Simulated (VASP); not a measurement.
# Hf (P6_3/mmc) in VASP: notebook

Hf is run at these levels: LDA; tasks: single point.

All numbers are computed with VASP 6.6.1; they aren't measurements. Logs are shortened: lines on timing, memory, paths and dates and some standing lists are left out, and cuts for length are marked.

## Step 1: The cell of the first run

It takes space group P6_3/mmc (No. 194, hexagonal). Conventional cell: a = 3.118 Å, b = 3.118 Å, c = 4.948 Å, α = 90.00°, β = 90.00°, γ = 120.00°. Within 4.0 Å of Hf (site symmetry -6m2) lie 12 Hf at 3.06 to 3.12 Å.

## Step 2: Single point, LDA

Input file INCAR:

```
SYSTEM = Hf
PREC     = Accurate       ! precision mode
ENCUT    = 520            ! plane-wave cutoff, eV
EDIFF    = 1E-6           ! SCF threshold, eV
ISMEAR   = 1              ! smearing method
SIGMA    = 0.6            ! smearing width, eV
LREAL    = .False.        ! projectors in reciprocal space
LASPH    = .True.         ! aspherical terms in the spheres
NELM     = 80             ! most SCF steps
ALGO     = Normal         ! electronic algorithm
ISIF     = 2              ! what is computed and relaxed
LWAVE    = .False.        ! write WAVECAR
LCHARG   = .False.        ! write CHGCAR
GGA      = CA             ! functional
NBANDS   = 17             ! bands
```

Input file KPOINTS:

```
regular mesh
0
Gamma
  12 12 7
  0 0 0
```

Input file POSCAR:

```
Hf
1.0
    3.1183974891      0.0000000000      0.0000000000
   -1.5591987445      2.7006114446      0.0000000000
    0.0000000000      0.0000000000      4.9475473504
Hf
2
Direct
    0.3333333333      0.6666666667      0.2500000000
    0.6666666667      0.3333333333      0.7500000000
```

Potentials or basis: VASP PAW LDA potentials, release 64 (Hf_pv).

On the command line:

```sh
$ cat potpaw_LDA.64/Hf_pv/POTCAR > POTCAR
$ mpirun -np 1 vasp_std > vasp.out
```

OUTCAR:

```text
SYSTEM = Hf
   PREC = Accurate
   ENCUT = 520
   EDIFF = 1E-6
   ISMEAR = 1
   LREAL = .False.
   LASPH = .True.
   NELM = 80
   ISIF = 2
   GGA = CA

 ion  position               nearest neighbor table
   1  0.333  0.667  0.250-   2 3.06   2 3.06   2 3.06   2 3.06   2 3.06   2 3.06
   2  0.667  0.333  0.750-   1 3.06   1 3.06   1 3.06   1 3.06   1 3.06   1 3.06

  LATTYP: Found a hexagonal cell.
 ALAT       =     3.1183974891
 C/A-ratio  =     1.5865672570

  Lattice vectors:

 A1 = (   3.1183974891,   0.0000000000,   0.0000000000)
 A2 = (  -1.5591987445,   2.7006114446,   0.0000000000)
 A3 = (   0.0000000000,   0.0000000000,   4.9475473504)

Analysis of symmetry for initial positions (statically):
=====================================================================
 Subroutine PRICEL returns:
 Original cell was already a primitive cell.

 Routine SETGRP: Setting up the symmetry group for a
 hexagonal supercell.

 Subroutine GETGRP returns: Found 24 space group operations
 (whereof 12 operations were pure point group operations)
 out of a pool of 24 trial point group operations.

The static configuration has the point symmetry D_3d.
 The point group associated with its full space group is D_6h.

Analysis of symmetry for dynamics (positions and initial velocities):
=====================================================================
 Subroutine PRICEL returns:
 Original cell was already a primitive cell.

 Routine SETGRP: Setting up the symmetry group for a
 hexagonal supercell.

 Subroutine GETGRP returns: Found 24 space group operations
 (whereof 12 operations were pure point group operations)
 out of a pool of 24 trial point group operations.

The dynamic configuration has the point symmetry D_3d.
 The point group associated with its full space group is D_6h.

 Subroutine INISYM returns: Found 24 space group operations
 (whereof 12 operations are pure point group operations),
 and found     1 'primitive' translations

----------------------------------------------------------------------------------------

                                     Primitive cell

  volume of cell :      41.6662

  direct lattice vectors                    reciprocal lattice vectors
     3.118397489  0.000000000  0.000000000     0.320677529  0.185143257  0.000000000
    -1.559198744  2.700611445  0.000000000     0.000000000  0.370286515  0.000000000
     0.000000000  0.000000000  4.947547350     0.000000000  0.000000000  0.202120350

  length of vectors
     3.118397489  3.118397489  4.947547350     0.370286515  0.370286515  0.202120350

  position of ions in fractional coordinates (direct lattice)
     0.333333333  0.666666667  0.250000000
     0.666666667  0.333333333  0.750000000

  ion indices of the primitive-cell ions
   primitive index   ion index
                 1           1
                 2           2

----------------------------------------------------------------------------------------

 KPOINTS: regular mesh

Automatic generation of k-mesh.
 Grid dimensions read from file:
 generate k-points for:   12   12    7

 Generating k-lattice:

  Cartesian coordinates                     Fractional coordinates (reciprocal lattice)
     0.026723127  0.015428605  0.000000000     0.083333333  0.000000000  0.000000000
     0.000000000  0.030857210  0.000000000     0.000000000  0.083333333  0.000000000
     0.000000000  0.000000000  0.028874336     0.000000000  0.000000000  0.142857143

  Length of vectors
     0.030857210  0.030857210  0.028874336

  Shift w.r.t. Gamma in fractional coordinates (k-lattice)
     0.000000000  0.000000000  0.000000000

 Subroutine IBZKPT returns following result:
 ===========================================

 Found     76 irreducible k-points:

 Following reciprocal coordinates:
            Coordinates               Weight
  0.000000  0.000000  0.000000      1.000000
  0.083333 -0.000000  0.000000      6.000000
  0.166667 -0.000000  0.000000      6.000000
  0.250000 -0.000000  0.000000      6.000000
  0.333333 -0.000000  0.000000      6.000000
  0.416667 -0.000000  0.000000      6.000000
[... 16 lines left out ...]
  0.250000 -0.000000  0.142857     12.000000
  0.333333 -0.000000  0.142857     12.000000
 [... further k-points ...]
   k-points           NKPTS =     76   k-points in BZ     NKDIM =     76   number of bands    NBANDS=     17
   number of dos      NEDOS =    301   number of ions     NIONS =      2
   total plane-waves  NPLWV =  23040
   dimension x,y,z NGX =    24 NGY =   24 NGZ =   40
   dimension x,y,z NGXF=    48 NGYF=   48 NGZF=   80
   ions per type =               2
   NGX,Y,Z   is equivalent  to a cutoff of  12.79, 12.79, 13.44 a.u.
   NGXF,Y,Z  is equivalent  to a cutoff of  25.59, 25.59, 26.88 a.u.
 SYSTEM =  Hf
   PREC   = accura    normal or accurate (medium, high low for compatibility)
   ISTART =      0    job   : 0-new  1-cont  2-samecut
   ICHARG =      2    charge: 1-file 2-atom 10-const
   ISPIN  =      1    spin polarized calculation?
   LNONCOLLINEAR =      F non collinear calculations
   LSORBIT =      F    spin-orbit coupling
   LASPH  =      T    aspherical Exc in radial PAW
   ENCUT  =  520.0 eV  38.22 Ry    6.18 a.u.   5.80  5.80  9.20*2*pi/ulx,y,z
   NELM   =     80;   NELMIN=  2; NELMDL= -5     # of ELM steps
   EDIFF  = 0.1E-05   stopping-criterion for ELM
   LREAL  =      F    real-space projection
   EDIFFG = 0.1E-04   stopping-criterion for IOM
   NSW    =      0    number of steps for IOM
   IBRION =     -1    ionic relax: 0-MD 1-quasi-New 2-CG
   NFREE  =      0    steps in history (QN), initial steepest desc. (CG)
   ISIF   =      2    stress and relaxation
   ISYM   =      2    0-nonsym 1-usesym 2-fastsym
   POTIM  = 0.5000    time-step for ionic-motion
   TEBEG  =    0.0;   TEEND  =   0.0 temperature during run
   PSTRESS=    0.0 pullay stress
   NELECT =      20.0000    total number of electrons
   NUPDOWN=      -1.0000    fix difference up-down
   EMIN   =  10.00;   EMAX   =-10.00  energy-range for DOS
   EFERMI =   0.00;   METHOD = LEGACY
   ISMEAR =     1;   SIGMA  =   0.60  broadening in eV -4-tet -1-fermi 0-gaus
   EFERMI_NEDOS =   21; number of points for ismear=-14 and -15
   IALGO  =     38    algorithm
   IMIX   =      4    mixing-type and parameters
     AMIX     =   0.40;   BMIX     =  1.00
     AMIX_MAG =   1.60;   BMIX_MAG =  1.00
  volume/ion in A,a.u.               =      20.83       140.59
  Fermi-wavevector in a.u.,A,eV,Ry     =   1.281810  2.422270 22.354873  1.643037
  Thomas-Fermi vector in A             =   2.414158
   LORBIT       =      0    0 simple, 1 ext, 2 COOP (PROOUT), +10 PAW based schemes
   GGA     = CA    functional components
   LHFCALC =     F    Hartree Fock is set to
   AEXX    =    0.0000 exact exchange contribution
   IVDW    =     0    specifies the selected vdW correction
   LEPSILON=     F    determine dielectric tensor
   LRPA    =     F    only Hartree local field effects (RPA)
 non-spin polarized calculation
 Methfessel and Paxton  Order N= 1 SIGMA  =   0.60
  energy-cutoff  :      520.00
  volume of cell :       41.67
 maximum number of plane-waves:      1136
 NGX is ok and might be reduce to    24
   NGX = 11   NGY = 11   NGZ = 19

 number of electron      19.9999997 magnetization

 Free energy of the ion-electron system (eV)
  ---------------------------------------------------
  ext. energy  EPLUGINS =         0.00000000
  ---------------------------------------------------
  free energy    TOTEN  =       -21.37022289 eV

  energy without entropy =      -21.42608528  energy(sigma->0) =      -21.38884369

 E-fermi :   5.2541     XC(G=0): -11.7991

 val. band max:        5.2534831352   @ k =   0.3333   0.3333   0.4286
 cond. band min:       5.2740343470   @ k =   0.3333   0.1667   0.4286
 fundamental gap:      0.0205512117
 Fermi energy:         5.2541345903

 k-point     1 :       0.0000    0.0000    0.0000
  band No.  band energies     occupation
      1     -25.5986      2.00000
      2     -24.6498      2.00000
      3     -24.6498      2.00000
      4     -24.4890      2.00000
      5     -24.4890      2.00000
      6     -24.4844      2.00000
[... 9 lines left out ...]
     16       8.0204     -0.00000
     17      10.9465     -0.00000

 k-point     2 :       0.0833   -0.0000    0.0000
  band No.  band energies     occupation
      1     -25.5755      2.00000
      2     -24.7005      2.00000
      3     -24.6666      2.00000
      4     -24.5426      2.00000
      5     -24.4957      2.00000
      6     -24.4948      2.00000
[... 9 lines left out ...]
     16       7.8042     -0.00000
     17      11.1255     -0.00000

 k-point     3 :       0.1667   -0.0000    0.0000
  band No.  band energies     occupation
      1     -25.5092      2.00000
      2     -24.8390      2.00000
      3     -24.7110      2.00000
      4     -24.6845      2.00000
      5     -24.5264      2.00000
      6     -24.5151      2.00000
[... 9 lines left out ...]
     16       8.1250     -0.00000
     17      11.4939     -0.00000

 k-point     4 :       0.2500   -0.0000    0.0000
  band No.  band energies     occupation
      1     -25.4090      2.00000
      2     -25.0275      2.00000
      3     -24.8686      2.00000
      4     -24.7687      2.00000
      5     -24.5789      2.00000
      6     -24.5439      2.00000
[... 9 lines left out ...]
     16       9.0697     -0.00000
     17      11.8317     -0.00000
[... 343 lines left out ...]
      1     -25.4712      2.00000
      2     -24.8252      2.00000
      3     -24.7272      2.00000
      4     -24.7014      2.00000
      5     -24.5411      2.00000
      6     -24.5250      2.00000
[... 9 lines left out ...]
     16       8.2426     -0.00000
     17      11.4674     -0.00000

 k-point    23 :       0.2500   -0.0000    0.1429
  band No.  band energies     occupation
      1     -25.3943      2.00000
      2     -25.0015      2.00000
      3     -24.9048      2.00000
      4     -24.7578      2.00000
      5     -24.5857      2.00000
      6     -24.5552      2.00000
[... 9 lines left out ...]
     16       8.9812     -0.00000
     17      11.7197     -0.00000

 k-point    24 :       0.3333   -0.0000    0.1429
  band No.  band energies     occupation
      1     -25.3491      2.00000
      2     -25.1409      2.00000
      3     -25.0612      2.00000
      4     -24.8121      2.00000
      5     -24.6452      2.00000
      6     -24.5868      2.00000
[... 9 lines left out ...]
     16      10.0672     -0.00000
     17      11.8923     -0.00000

 [... further k-points ...]

------------------------ aborting loop because EDIFF is reached ----------------------------------------

  FORCE on cell =-STRESS in cart. coord.  units (eV):
  Direction    XX          YY          ZZ          XY          YZ          ZX
  --------------------------------------------------------------------------------------
  -------------------------------------------------------------------------------------
  Total       -0.0510380     -0.0510380     -0.0477535     -0.0000000      0.0000000      0.0000000
  in kB       -1.9625497     -1.9625497     -1.8362520     -0.0000000      0.0000000      0.0000000
  external PRESSURE =      -1.9204505 kB  Pullay stress =       0.0000000 kB

 VOLUME and BASIS-vectors are now :
 -----------------------------------------------------------------------------
  energy-cutoff  :      520.00
  volume of cell :       41.67
      direct lattice vectors                 reciprocal lattice vectors
     3.118397489  0.000000000  0.000000000     0.320677529  0.185143257  0.000000000
    -1.559198744  2.700611445  0.000000000     0.000000000  0.370286515  0.000000000
     0.000000000  0.000000000  4.947547350     0.000000000  0.000000000  0.202120350

 POSITION                                       TOTAL-FORCE (eV/Angst)
 -----------------------------------------------------------------------------------
     -0.00000      1.80041      1.23689        -0.000000      0.000000      0.000000
      1.55920      0.90020      3.71066         0.000000     -0.000000      0.000000
 -----------------------------------------------------------------------------------
    total drift:                               -0.000000      0.000000     -0.000000

  FREE ENERGIE OF THE ION-ELECTRON SYSTEM (eV)
  ---------------------------------------------------
  free  energy   TOTEN  =       -21.3702228895 eV

  energy  without entropy=      -21.4260852828  energy(sigma->0) =      -21.38884369
```

Wall time 15 s (1 thread of Intel Xeon 6975P-C (Granite Rapids), shared host); peak memory 0.17 GiB.

What came out:

| Quantity | Value |
| --- | --- |
| Free energy | -21.3702 eV |
| Pressure | -0.2 GPa |
| Band gap on the k mesh | zero (band 10 reaches 6.43 eV, above the bottom of band 11 at 5.03 eV) |

Caveat: spin-orbit coupling is left out, which moves the levels of the heavy elements.

## Step 3: Single point, LDA

Input file INCAR:

```
ALGO = Normal ; EDIFF = 1E-6
ENCUT = 520 ; ISIF = 2
ISMEAR = 1 ; LASPH = T
LCHARG = F ; LREAL = F
LWAVE = F ; NBANDS = 17
NELM = 80 ; PREC = Accurate
SIGMA = 1.0
```

Input file KPOINTS:

```
k-points
0
Gamma
  12 12 7
```

POSCAR is that of step 2.

Potentials or basis: VASP PAW LDA potentials, release 64 (Hf_pv).

On the command line:

```sh
$ cat potpaw_LDA.64/Hf_pv/POTCAR > POTCAR
$ mpirun -np 1 vasp_std > vasp.out
```

Run time: 16 s. Hardware: 1 thread of Intel Xeon 6975P-C (Granite Rapids), shared host; peak memory 0.17 GiB.

Results (log left out):

| Quantity | Value |
| --- | --- |
| Free energy | -21.3305 eV |
| Pressure | -0.2 GPa |
| Band gap on the k mesh | zero (band 10 reaches 6.42 eV, above the bottom of band 11 at 5.03 eV) |

Stress tensor (GPa, compression positive):
```
-0.61  0.00  0.00
 0.00 -0.61  0.00
 0.00  0.00  0.47
```

Levels at points of the mesh, in eV from the Fermi level:
| k point | band 7 | band 8 | band 9 | band 10 | band 11 | band 12 | band 13 | band 14 |
| --- | --- | --- | --- | --- | --- | --- | --- | --- |
| (0.00, 0.00, 0.00) | -7.46 | -3.86 | 1.15 | 1.21 | 1.21 | 1.49 | 2.09 | 2.09 |
| (0.50, 0.00, 0.00) | -3.36 | -2.95 | -2.37 | -0.47 | 0.81 | 1.04 | 1.86 | 6.38 |

Caveat: spin-orbit coupling is left out, which moves the levels of the heavy elements.

## Step 4: Single point, LDA

Input file INCAR:

```
SYSTEM = Hf
ALGO     = Normal         ! electronic algorithm
EDIFF    = 1E-6           ! SCF threshold, eV
ENCUT    = 520            ! plane-wave cutoff, eV
GGA      = CA             ! functional
ISIF     = 2              ! what is computed and relaxed
ISMEAR   = 1              ! smearing method
LASPH    = .True.         ! aspherical terms in the spheres
LCHARG   = .True.         ! write CHGCAR
LELF     = .True.         ! ELF
LREAL    = .False.        ! projectors in reciprocal space
LVHAR    = .True.       
LWAVE    = .False.        ! write WAVECAR
NBANDS   = 17             ! bands
NELM     = 100            ! most SCF steps
PREC     = Accurate       ! precision mode
SIGMA    = 0.01           ! smearing width, eV
```

Input file KPOINTS:

```
k-points
0
Gamma
  12 12 7
  0 0 0
```

POSCAR is that of step 3.

Potentials or basis: VASP PAW LDA potentials, release 64 (Hf_pv).

On the command line:

```sh
$ cat potpaw_LDA.64/Hf_pv/POTCAR > POTCAR
$ mpirun -np 1 vasp_std > vasp.out
```

OUTCAR:

```text
SYSTEM = Hf
   EDIFF = 1E-6
   ENCUT = 520
   GGA = CA
   ISIF = 2
   ISMEAR = 1
   LASPH = .True.
   LREAL = .False.
   NELM = 100
   PREC = Accurate

 ion  position               nearest neighbor table
   1  0.333  0.667  0.250-   2 3.06   2 3.06   2 3.06   2 3.06   2 3.06   2 3.06
   2  0.667  0.333  0.750-   1 3.06   1 3.06   1 3.06   1 3.06   1 3.06   1 3.06

  LATTYP: Found a hexagonal cell.
 ALAT       =     3.1183974891
 C/A-ratio  =     1.5865672570

  Lattice vectors:
[... 670 lines left out ...]

------------------------ aborting loop because EDIFF is reached ----------------------------------------

  FORCE on cell =-STRESS in cart. coord.  units (eV):
  Direction    XX          YY          ZZ          XY          YZ          ZX
  --------------------------------------------------------------------------------------
  -------------------------------------------------------------------------------------
  Total        0.0642463      0.0642463      0.0238994      0.0000000      0.0000000      0.0000000
  in kB        2.4704460      2.4704460      0.9189960      0.0000000      0.0000000      0.0000000
  external PRESSURE =       1.9532960 kB  Pullay stress =       0.0000000 kB

 VOLUME and BASIS-vectors are now :
 -----------------------------------------------------------------------------
  energy-cutoff  :      520.00
  volume of cell :       41.67
      direct lattice vectors                 reciprocal lattice vectors
     3.118397489  0.000000000  0.000000000     0.320677529  0.185143257  0.000000000
    -1.559198744  2.700611445  0.000000000     0.000000000  0.370286515  0.000000000
     0.000000000  0.000000000  4.947547350     0.000000000  0.000000000  0.202120350

 POSITION                                       TOTAL-FORCE (eV/Angst)
 -----------------------------------------------------------------------------------
     -0.00000      1.80041      1.23689        -0.000000     -0.000000      0.000000
      1.55920      0.90020      3.71066         0.000000      0.000000      0.000000
 -----------------------------------------------------------------------------------
    total drift:                               -0.000000      0.000000     -0.000000

  FREE ENERGIE OF THE ION-ELECTRON SYSTEM (eV)
  ---------------------------------------------------
  free  energy   TOTEN  =       -21.3860535455 eV

  energy  without entropy=      -21.3859535034  energy(sigma->0) =      -21.38602020
```

stdout:

```text
POSCAR found type information on POSCAR Hf
 POSCAR found :  1 types and       2 ions
 scaLAPACK will be used
 LDA part: xc-table for (Slater(with rela. corr.)+CA(PZ))
 , standard interpolation
 POSCAR, INCAR and KPOINTS ok, starting setup
 FFT: planning ... GRIDC
 FFT: planning ... GRID_SOFT
 FFT: planning ... GRID
 WAVECAR not read
 entering main loop
```

Run time: 18 s. Hardware: 1 thread of Intel Xeon 6975P-C (Granite Rapids), shared host; peak memory 0.16 GiB.

Results:

```yaml
Free_energy: -21.3861 eV
Pressure: 0.2 GPa
Band_gap_on_the_k_mesh: zero (band 10 reaches 6.43 eV, above the bottom of band 11 at 5.02 eV)
```

Caveat: spin-orbit coupling is left out, which moves the levels of the heavy elements.

## Step 5: Summary

```tsv
smearing	gap on the mesh (eV)	pressure (GPa)
methfessel-paxton 0.6 eV	none	-0.2
methfessel-paxton 1 eV	none	-0.2
methfessel-paxton 0.01 eV	none	0.2
```

Alike in all rows: task single point; level LDA; potentials or basis VASP PAW LDA potentials, release 64 (Hf_pv); no spin polarisation; cell as given; k mesh 12 × 12 × 7; cutoff (eV) 520.

Every run on the cell as given and a fine mesh finds a metal.

Caveats: spin-orbit coupling is left out, which moves the levels of the heavy elements.

Absolute energies hang on the potentials; compare differences alone.
